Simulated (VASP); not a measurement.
# KTaO3 in VASP: notebook, part 2 of 3

VASP 6.6.1. Earlier steps stand in the parts before.

**3. Electric field gradients, PBE (volume scaled by 1.06)**

Contents of INCAR:

```
ALGO     = Normal         # electronic algorithm
EDIFF    = 1E-8           # SCF threshold, eV
ENCUT    = 520            # plane-wave cutoff, eV
GGA      = PE             # functional
ISIF     = 2              # what is computed and relaxed
ISMEAR   = -1             # smearing method
LASPH    = T              # aspherical terms in the spheres
LCHARG   = F              # write CHGCAR
LEFG     = T            
LREAL    = F              # projectors in reciprocal space
LWAVE    = F              # write WAVECAR
NBANDS   = 27             # bands
NELM     = 60             # most SCF steps
PREC     = Accurate       # precision mode
SIGMA    = 0.01           # smearing width, eV
```

Contents of KPOINTS:

```
k-points
0
Gamma
  5 5 5
```

Contents of POSCAR:

```
KTaO3
1.0
    4.0665218197      0.0000000000      0.0000000000
    0.0000000000      4.0665218197      0.0000000000
    0.0000000000      0.0000000000      4.0665218197
K Ta O
1 1 3
Direct
    0.5000000000      0.5000000000      0.5000000000
    0.0000000000      0.0000000000      0.0000000000
    0.5000000000      0.0000000000      0.0000000000
    0.0000000000      0.5000000000      0.0000000000
    0.0000000000      0.0000000000      0.5000000000
```

Potentials or basis: VASP PAW PBE potentials, release 64 (K_sv, Ta_pv, O).

Run with:

```bash
$ cat potpaw_PBE.64/K_sv/POTCAR potpaw_PBE.64/Ta_pv/POTCAR potpaw_PBE.64/O/POTCAR > POTCAR
$ mpirun -np 1 vasp_std > vasp.out
```

OUTCAR:

```text
EDIFF = 1E-8
   ENCUT = 520
   GGA = PE
   ISIF = 2
   ISMEAR = -1
   LASPH = T
   LREAL = F
   NELM = 60
   PREC = Accurate

 ion  position               nearest neighbor table
   1  0.500  0.500  0.500-   3 2.88   4 2.88   5 2.88   3 2.88   4 2.88   3 2.88   5 2.88   3 2.88
                             4 2.88   5 2.88   4 2.88   5 2.88   2 3.52   2 3.52   2 3.52   2 3.52
   2  0.000  0.000  0.000-   3 2.03   4 2.03   5 2.03   5 2.03   4 2.03   3 2.03   1 3.52   1 3.52
                             1 3.52   1 3.52   1 3.52   1 3.52   1 3.52   1 3.52
   3  0.500  0.000  0.000-   2 2.03   2 2.03   1 2.88   1 2.88   1 2.88   1 2.88
   4  0.000  0.500  0.000-   2 2.03   2 2.03   1 2.88   1 2.88   1 2.88   1 2.88
   5  0.000  0.000  0.500-   2 2.03   2 2.03   1 2.88   1 2.88   1 2.88   1 2.88

  LATTYP: Found a simple cubic cell.
 ALAT       =     4.0665218197

  Lattice vectors:

 A1 = (   4.0665218197,   0.0000000000,   0.0000000000)
 A2 = (   0.0000000000,   4.0665218197,   0.0000000000)
 A3 = (   0.0000000000,   0.0000000000,   4.0665218197)

Analysis of symmetry for initial positions (statically):
=====================================================================
 Subroutine PRICEL returns:
 Original cell was already a primitive cell.

 Routine SETGRP: Setting up the symmetry group for a
 simple cubic supercell.

 Subroutine GETGRP returns: Found 48 space group operations
 (whereof 48 operations were pure point group operations)
 out of a pool of 48 trial point group operations.

The static configuration has the point symmetry O_h .

Analysis of symmetry for dynamics (positions and initial velocities):
=====================================================================
 Subroutine PRICEL returns:
[... 460 lines left out ...]
  -------------------------------------------------------------------------------------
  Total       -2.0947545     -2.0947545     -2.0947545      0.0000000      0.0000000     -0.0000000
  in kB      -49.9084859    -49.9084859    -49.9084859      0.0000000      0.0000000     -0.0000000
  external PRESSURE =     -49.9084859 kB  Pullay stress =       0.0000000 kB

 VOLUME and BASIS-vectors are now :
 -----------------------------------------------------------------------------
  energy-cutoff  :      520.00
  volume of cell :       67.25
      direct lattice vectors                 reciprocal lattice vectors
     4.066521820  0.000000000  0.000000000     0.245910398  0.000000000  0.000000000
     0.000000000  4.066521820  0.000000000     0.000000000  0.245910398  0.000000000
     0.000000000  0.000000000  4.066521820     0.000000000  0.000000000  0.245910398

 POSITION                                       TOTAL-FORCE (eV/Angst)
 -----------------------------------------------------------------------------------
      2.03326      2.03326      2.03326         0.000000      0.000000      0.000000
      0.00000      0.00000      0.00000         0.000000      0.000000      0.000000
      2.03326      0.00000      0.00000         0.000000      0.000000      0.000000
      0.00000      2.03326      0.00000         0.000000      0.000000      0.000000
      0.00000      0.00000      2.03326         0.000000      0.000000      0.000000
 -----------------------------------------------------------------------------------
    total drift:                                0.000000     -0.000000      0.000000

  FREE ENERGIE OF THE ION-ELECTRON SYSTEM (eV)
  ---------------------------------------------------
  free  energy   TOTEN  =       -41.0355872079 eV

  energy  without entropy=      -41.0355872079  energy(sigma->0) =      -41.03558721

 Electric field gradients (V/A^2)
---------------------------------------------------------------------
 ion       V_xx      V_yy      V_zz      V_xy      V_xz      V_yz
---------------------------------------------------------------------
   1      -0.000    -0.000     0.000    -0.000     0.000     0.000
   2       0.000    -0.000     0.000     0.000    -0.000     0.000
   3      28.289   -14.144   -14.144     0.000     0.000    -0.000
   4     -14.144    28.289   -14.144    -0.000    -0.000     0.000
   5     -14.144   -14.144    28.289     0.000    -0.000     0.000
---------------------------------------------------------------------

 Electric field gradients after diagonalization (V/A^2)
 (convention: |V_zz| > |V_xx| > |V_yy|)
----------------------------------------------------------------------
 ion       V_xx      V_yy      V_zz     asymmetry (V_yy - V_xx)/ V_zz
----------------------------------------------------------------------
   1      -0.000    -0.000     0.000       0.021
   2      -0.000     0.000     0.000       0.146
   3     -14.144   -14.144    28.289       0.000
   4     -14.144   -14.144    28.289       0.000
   5     -14.144   -14.144    28.289       0.000
----------------------------------------------------------------------

           NMR quadrupolar parameters

 Cq : quadrupolar parameter    Cq=e*Q*V_zz/h
 eta: asymmetry parameters     (V_yy - V_xx)/ V_zz
 Q  : nuclear electric quadrupole moment in mb (millibarn)
----------------------------------------------------------------------
 ion       Cq(MHz)       eta       Q (mb)
----------------------------------------------------------------------
   1       0.000       0.021       1.000
   2       0.000       0.146       1.000
   3       0.068       0.000       1.000
   4       0.068       0.000       1.000
   5       0.068       0.000       1.000
----------------------------------------------------------------------
```

OSZICAR:

```text
N       E                     dE             d eps       ncg     rms          rms(c)
DAV:   1     0.321161404172E+03    0.32116E+03   -0.20907E+04   540   0.140E+03
DAV:   2    -0.301648397998E+02   -0.35133E+03   -0.34248E+03   642   0.401E+02
DAV:   3    -0.490803192228E+02   -0.18915E+02   -0.18820E+02   784   0.904E+01
DAV:   4    -0.498478250302E+02   -0.76751E+00   -0.76636E+00   848   0.110E+01
DAV:   5    -0.498512361379E+02   -0.34111E-02   -0.34108E-02   711   0.827E-01    0.305E+01
DAV:   6    -0.413317375401E+02    0.85195E+01   -0.36122E+01   635   0.389E+01    0.115E+01
DAV:   7    -0.411141444180E+02    0.21759E+00   -0.20852E+00   684   0.888E+00    0.835E+00
DAV:   8    -0.410716642607E+02    0.42480E-01   -0.54513E-01   646   0.602E+00    0.334E+00
DAV:   9    -0.410385737082E+02    0.33091E-01   -0.52381E-02   656   0.181E+00    0.620E-01
DAV:  10    -0.410357555659E+02    0.28181E-02   -0.20759E-02   719   0.878E-01    0.170E-01
DAV:  11    -0.410355653942E+02    0.19017E-03   -0.19891E-03   700   0.283E-01    0.382E-02
DAV:  12    -0.410355743716E+02   -0.89774E-05   -0.97547E-05   662   0.788E-02    0.218E-02
DAV:  13    -0.410355868899E+02   -0.12518E-04   -0.36999E-05   635   0.374E-02    0.333E-03
DAV:  14    -0.410355872294E+02   -0.33955E-06   -0.11447E-06   757   0.770E-03    0.304E-03
DAV:  15    -0.410355872008E+02    0.28660E-07   -0.19857E-07   659   0.280E-03    0.554E-04
DAV:  16    -0.410355872079E+02   -0.71554E-08   -0.33785E-08   663   0.121E-03
   1 F= -.41035587E+02 E0= -.41035587E+02  d E =-.841209E-11
```

stdout:

```text
POSCAR found type information on POSCAR K TaO
 POSCAR found :  3 types and       5 ions
 scaLAPACK will be used
 LDA part: xc-table for (Slater+PW92), standard interpolation
 POSCAR, INCAR and KPOINTS ok, starting setup
 FFT: planning ... GRIDC
 FFT: planning ... GRID_SOFT
 FFT: planning ... GRID
 WAVECAR not read
 entering main loop
ion   1

ion   2

ion   3

ion   4

ion   5
```

It took 31 s on 1 thread of Intel Xeon 8259CL, shared host; peak memory 0.17 GiB.

Results:

- Free energy: -41.0356 eV
- Pressure: -5.0 GPa
- Band gap on the k mesh: 2.14 eV, indirect (least direct gap 2.68 eV)

Levels at points of the mesh, in eV from the valence-band top:
| k point | band 15 | band 16 | band 17 | band 18 | band 19 | band 20 | band 21 | band 22 | band 23 | band 24 |
| --- | --- | --- | --- | --- | --- | --- | --- | --- | --- | --- |
| (0.00, 0.00, 0.00) | -0.87 | -0.87 | -0.54 | -0.54 | -0.54 | 2.14 | 2.14 | 2.14 | 6.20 | 6.20 |

Electric field gradients, principal values (V/Å²):
```csv
atom,least,middle,greatest (by size)
1 K,0.000,0.000,0.000
2 Ta,0.000,0.000,0.000
3 O,-14.144,-14.144,28.289
4 O,-14.144,-14.144,28.289
5 O,-14.144,-14.144,28.289
```

Caveat: without QUAD_EFG the Cq values of the log hold for a quadrupole moment of 1 mb, not for the nuclei; spin-orbit coupling is left out, which moves the levels of the heavy elements.

**4. Electric field gradients, PBE (volume scaled by 1.06)**

Contents of INCAR:

```
SYSTEM = KTaO3
PREC = Accurate
ENCUT = 520
EDIFF = 1E-8
ISMEAR = -1
SIGMA = 0.01
LREAL = .False.
LASPH = .True.
NELM = 100
ALGO = Normal
ISIF = 2
LWAVE = .False.
LCHARG = .False.
GGA = PE
LEFG = .True.
NBANDS = 27
```

Contents of KPOINTS:

```
regular mesh
0
Gamma
  5 5 5
  0 0 0
```

POSCAR is that of step 3.

Potentials or basis: VASP PAW PBE potentials, release 64 (K_sv, Ta_pv, O).

Run with:

```bash
$ cat potpaw_PBE.64/K_sv/POTCAR potpaw_PBE.64/Ta_pv/POTCAR potpaw_PBE.64/O/POTCAR > POTCAR
$ mpirun -np 1 vasp_std > vasp.out
```

OUTCAR:

```text
SYSTEM = KTaO3
   PREC = Accurate
   ENCUT = 520
   EDIFF = 1E-8
   ISMEAR = -1
   LREAL = .False.
   LASPH = .True.
   NELM = 100
   ISIF = 2
   GGA = PE

 ion  position               nearest neighbor table
   1  0.500  0.500  0.500-   3 2.88   4 2.88   5 2.88   3 2.88   4 2.88   3 2.88   5 2.88   3 2.88
                             4 2.88   5 2.88   4 2.88   5 2.88   2 3.52   2 3.52   2 3.52   2 3.52
   2  0.000  0.000  0.000-   3 2.03   4 2.03   5 2.03   5 2.03   4 2.03   3 2.03   1 3.52   1 3.52
                             1 3.52   1 3.52   1 3.52   1 3.52   1 3.52   1 3.52
   3  0.500  0.000  0.000-   2 2.03   2 2.03   1 2.88   1 2.88   1 2.88   1 2.88
   4  0.000  0.500  0.000-   2 2.03   2 2.03   1 2.88   1 2.88   1 2.88   1 2.88
   5  0.000  0.000  0.500-   2 2.03   2 2.03   1 2.88   1 2.88   1 2.88   1 2.88

  LATTYP: Found a simple cubic cell.
[... 522 lines left out ...]
   4     -14.144    28.289   -14.144    -0.000    -0.000     0.000
   5     -14.144   -14.144    28.289     0.000    -0.000     0.000
---------------------------------------------------------------------

 Electric field gradients after diagonalization (V/A^2)
 (convention: |V_zz| > |V_xx| > |V_yy|)
----------------------------------------------------------------------
 ion       V_xx      V_yy      V_zz     asymmetry (V_yy - V_xx)/ V_zz
----------------------------------------------------------------------
   1      -0.000    -0.000     0.000       0.021
   2      -0.000     0.000     0.000       0.146
   3     -14.144   -14.144    28.289       0.000
   4     -14.144   -14.144    28.289       0.000
   5     -14.144   -14.144    28.289       0.000
----------------------------------------------------------------------

           NMR quadrupolar parameters

 Cq : quadrupolar parameter    Cq=e*Q*V_zz/h
 eta: asymmetry parameters     (V_yy - V_xx)/ V_zz
 Q  : nuclear electric quadrupole moment in mb (millibarn)
----------------------------------------------------------------------
 ion       Cq(MHz)       eta       Q (mb)
----------------------------------------------------------------------
   1       0.000       0.021       1.000
   2       0.000       0.146       1.000
   3       0.068       0.000       1.000
   4       0.068       0.000       1.000
   5       0.068       0.000       1.000
----------------------------------------------------------------------
```

Run time: 36 s. Hardware: 1 thread of Intel Xeon 8259CL, shared host; peak memory 0.17 GiB.

What came out:

```
Free energy            : -41.0356 eV
Pressure               : -5.0 GPa
Band gap on the k mesh : 2.14 eV, indirect (least direct gap 2.68 eV)
```

Electric field gradients, principal values (V/Å²):
```
atom    least   middle  greatest (by size)
 1 K    0.000    0.000               0.000
2 Ta    0.000    0.000               0.000
 3 O  -14.144  -14.144              28.289
 4 O  -14.144  -14.144              28.289
 5 O  -14.144  -14.144              28.289
```

Caveat: without QUAD_EFG the Cq values of the log hold for a quadrupole moment of 1 mb, not for the nuclei; spin-orbit coupling is left out, which moves the levels of the heavy elements. A k mesh can miss the band edges.

(Part 2 of 3 ends here.)
